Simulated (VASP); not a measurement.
Input of a VASP 6.6.1 run:

INCAR

```
SYSTEM = CaO
  ALGO = Normal
  EDIFF = 1E-8
  ENCUT = 520
  IBRION = 8
  ISIF = 2
  ISMEAR = 0
  LASPH = .True.
  LCHARG = .False.
  LEPSILON = .True.
  LREAL = .False.
  LWAVE = .False.
  NBANDS = 15
  NELM = 60
  NSW = 1
  PREC = Accurate
  SIGMA = 0.01
```

Contents of KPOINTS:

```
k-points
0
Gamma
  8 8 8
  0 0 0
```

File POSCAR:

```
CaO
1.0
    0.0000000000      2.3311908962      2.3311908962
    2.3311908962      0.0000000000      2.3311908962
    2.3311908962      2.3311908962      0.0000000000
Ca O
1 1
Direct
    0.0000000000      0.0000000000      0.0000000000
    0.5000000000      0.5000000000      0.5000000000
```

Potentials or basis: VASP PAW LDA potentials, release 64 (Ca_sv, O).

Run with:

```bash
$ cat potpaw_LDA.64/Ca_sv/POTCAR potpaw_LDA.64/O/POTCAR > POTCAR
$ mpirun -np 1 vasp_std > vasp.out
```

Question: Predict the electronic dielectric tensor (diagonal).

Answer: 3.91.

Question: Estimate the Born charges (mean of the diagonal).

Answer: Ca +2.39; O -2.39 e.

Question: Predict the highest phonon frequency at Γ, LO-TO splitting left out.

Answer: 320 cm⁻¹.

Phonon frequencies in cm⁻¹ (negative: imaginary):
```csv
q point,frequencies
"(0.000, 0.000, 0.000)",0 0 0 320 320 320
```

Caveat: the cell stands under pressure or tension, which shifts response properties.
